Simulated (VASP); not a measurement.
Here is a VASP 6.6.1 calculation.

Contents of INCAR:

```
SYSTEM = Te2Mo
ALGO = Fast
EDIFF = 1E-6
ENCUT = 520
GGA = PS
ISIF = 2
ISMEAR = 0
LASPH = .True.
LCHARG = .True.
LELF = .True.
LREAL = .False.
LVHAR = .True.
LWAVE = .False.
NBANDS = 64
NELM = 80
PREC = Accurate
SIGMA = 0.05
```

File KPOINTS:

```
k-points
0
Gamma
  9 9 1
  0 0 0
```

POSCAR

```
Te2Mo
1.0
    3.4932091909      0.0000000000      0.0000000000
   -1.7466045954      3.0252079000      0.0000000000
    0.0000000000      0.0000000000     37.5161156315
Te Mo
8 4
Direct
    0.5504521508      0.8256086723      0.8493797523
    0.3333333333      0.6666666667      0.2318351738
    0.6666666667      0.3333333333      0.6719958813
    0.6666666667      0.3333333333      0.0453069351
    0.6666666667      0.3333333333      0.7681648262
    0.6666666667      0.3333333333      0.1415574758
    0.3333333333      0.6666666667      0.9546930649
    0.3333333333      0.6666666667      0.3280041187
    0.3333333333      0.6666666667      0.7200184287
    0.3333333333      0.6666666667      0.0934314856
    0.6666666667      0.3333333333      0.9065685144
    0.6666666667      0.3333333333      0.2799815713
```

Potentials or basis: VASP PAW PBE potentials, release 64 (Te, Mo_sv).

Run with:

```bash
$ cat potpaw_PBE.64/Te/POTCAR potpaw_PBE.64/Mo_sv/POTCAR > POTCAR
$ mpirun -np 1 vasp_std > vasp.out
```

Q: Predict the largest force.

A: 1.789 eV/Å.

Q: Estimate the band gap on the k mesh.

A: Zero (bands 52 and 53 overlap by 0.09 eV).

Forces on the atoms (eV/Å):
```
Te  -0.529 -1.087  1.319
Te   0.000  0.000 -0.036
Te  -0.001 -0.005 -0.035
Te  -0.003 -0.003 -0.032
Te   0.036  0.083 -0.142
Te   0.001  0.000  0.030
Te  -0.210 -0.030 -0.374
Te   0.000  0.000  0.030
Mo   0.026  0.044 -0.022
Mo  -0.002 -0.002  0.013
Mo   0.684  0.999 -0.755
Mo   0.000  0.000  0.005
```

Caveat: the cell differs from its parent crystal (atom 1 (Te) moved by +0.680 Å along x and -0.340 Å along [0 0 1]); there is no dipole correction, which matters where the two faces differ; the PAW data sets were made with another functional, which shifts forces and pressure a little; spin-orbit coupling is left out, which moves the levels of the heavy elements.
